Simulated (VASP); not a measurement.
The system is PbF2 (Fluorocronite).

```
Pb F
1.0
     0.00000    2.96366    2.96366
     2.96366    0.00000    2.96366
     2.96366    2.96366    0.00000
Pb F
1 2
Direct
  0.00000 0.00000 0.00000
  0.25000 0.25000 0.25000
  0.75000 0.75000 0.75000
```

* Program: VASP 6.6.1
* Task: relaxation of cell and atoms
* Functional: PBE
* Potentials or basis: VASP PAW PBE potentials, release 64 (Pb_d, F)
* Cutoff: 600 eV
* k mesh: 5 × 5 × 5
* Occupations: gaussian, width 0.01 eV
* Spin: no spin polarisation

At the start: pressure 2.4 GPa; volume 17.35 Å³/atom.

Question: Where does the relaxation end?

Answer: Over 3 steps the energy falls by 4.4 meV/atom and the volume is 17.95 Å³/atom (+3.4 %); space group Fm-3m (No. 225, to 0.05 Å).

Step by step:
```
step  energy change (eV)  largest force (eV/Å)  pressure (GPa)  volume (Å³)
   1              0.0000                0.0000            2.44        52.06
   2             -0.0129                0.0000           -0.29        54.08
   3             -0.0131                0.0000            0.01        53.84
```

Final structure:
```cif
data_structure
_symmetry_space_group_name_H-M 'P 1'
_symmetry_Int_Tables_number 1
_cell_length_a 4.2384
_cell_length_b 4.2384
_cell_length_c 4.2384
_cell_angle_alpha 60.000
_cell_angle_beta 60.000
_cell_angle_gamma 60.000
_cell_volume 53.84
loop_
_atom_site_label
_atom_site_type_symbol
_atom_site_fract_x
_atom_site_fract_y
_atom_site_fract_z
_atom_site_occupancy
Pb1 Pb 0.00000 0.00000 0.00000 1
F1 F 0.25000 0.25000 0.25000 1
F2 F 0.75000 0.75000 0.75000 1
```
